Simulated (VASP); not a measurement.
The system is Ti.

```
Ti
1.0
    -1.64045    1.64045    1.64045
     1.64045   -1.64045    1.64045
     1.64045    1.64045   -1.64045
Ti
1
Direct
  0.00000 0.00000 0.00000
```

- Program: VASP 6.6.1
- Task: relaxation of cell and atoms
- Functional: PBE
- Potentials or basis: VASP PAW PBE potentials, release 64 (Ti_sv)
- Cutoff: 600 eV
- k mesh: 13 × 13 × 13
- Occupations: fermi-dirac, width 0.1 eV
- Spin: no spin polarisation

At the start: pressure -2.2 GPa; volume 17.66 Å³/atom.

Task: Where does the relaxation end?

Result: Over 3 steps the energy falls by 2.6 meV/atom and the volume is 17.28 Å³/atom (-2.2 %); space group Im-3m (No. 229, to 0.05 Å).

The path:
```
step  energy change (eV)  largest force (eV/Å)  pressure (GPa)  volume (Å³)
   1              0.0000                0.0000           -2.18        17.66
   2             -0.0016                0.0000            1.40        17.05
   3             -0.0026                0.0000            0.00        17.28
```

Final structure:
```
CELL_PARAMETERS angstrom
-1.62860 1.62860 1.62860
1.62860 -1.62860 1.62860
1.62860 1.62860 -1.62860
ATOMIC_POSITIONS crystal
Ti 0.00000 0.00000 0.00000
```
